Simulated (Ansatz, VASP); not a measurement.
**Two plane-wave programs on GaSb3**

```xyz
4
Lattice="0.0000 3.6479 3.6479 3.6479 0.0000 3.6479 3.6479 3.6479 0.0000" Properties=species:S:1:pos:R:3 pbc="T T T"
Ga    0.0500    0.0000    0.0000
Sb    1.8239    1.8239    1.8239
Sb    5.4718    5.4718    5.4718
Sb    3.6479    3.6479    3.6479
```

Alike in both runs: task single point; functional PBE; dispersion D3(BJ); k mesh 12 × 12 × 12; occupations gaussian, width 0.15 eV; no spin polarisation.

|  | VASP | Ansatz |
| --- | --- | --- |
| version | VASP 6.6.1 | Ansatz 0.2.0 |
| potentials or method | VASP PAW PBE potentials, release 64 (Ga_d, Sb), cutoff 520 eV | scalar-relativistic, plane waves, PAW |
| valence electrons in the cell | 28 | 58 |

```csv
,VASP,Ansatz,Ansatz less VASP
gap on the k mesh at the Fermi level (eV),none,none,-
pressure (GPa),0.3,0.4,+0.08
rms of the force components (eV/Å),0.031,0.031,-0.0002
```

Atom by atom the forces differ by 0.000 eV/Å (rms over components). A gap of «none» marks a metal or a gap that the smearing closes. VASP's potentials hold 28 valence electrons a cell and Ansatz's 58, so a difference there can come from the potentials and not from the codes.

Neither program's run includes spin-orbit coupling.
